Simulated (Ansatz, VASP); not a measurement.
AlV2N3: VASP beside Ansatz

```xyz
6
Lattice="2.9260 0.0000 0.0000 -1.4630 2.5340 0.0000 0.0000 0.0000 7.0545" Properties=species:S:1:pos:R:3 pbc="T T T"
Al    0.0000    0.0000    3.5273
V     1.4630    0.8447    6.0108
V     0.0000    1.6893    1.0437
N     0.0000    1.6893    4.6692
N     1.4630    0.8447    2.3853
N     0.0000    0.0000    0.0000
```

Alike in both runs: functional PBE; k mesh 12 × 12 × 6; occupations gaussian, width 0.1 eV; no spin polarisation.

Ansatz relaxed the structure, and its values are those at the end. VASP's run is a single point on that final structure, the one shown.

```csv
,VASP,Ansatz
version,VASP 6.6.1,Ansatz 0.2.0
potentials or method,"VASP PAW PBE potentials, release 64 (Al, V_sv, N), cutoff 520 eV","scalar-relativistic, plane waves, PAW"
valence electrons in the cell,44,44
```

Ansatz gave:

| Property | Result |
| --- | --- |
| gap on the k mesh at the Fermi level (eV) | none |
| pressure (GPa) | 0.0 |
| rms of the force components (eV/Å) | 0.003 |

Question: What did VASP give for the same quantities?

Answer: gap on the k mesh at the Fermi level (eV): none; pressure (GPa): 0.5; rms of the force components (eV/Å): 0.027.

A gap of «none» marks a metal or a gap that the smearing closes. The functional is the same, so the differences come from potentials, cutoffs and numerics.
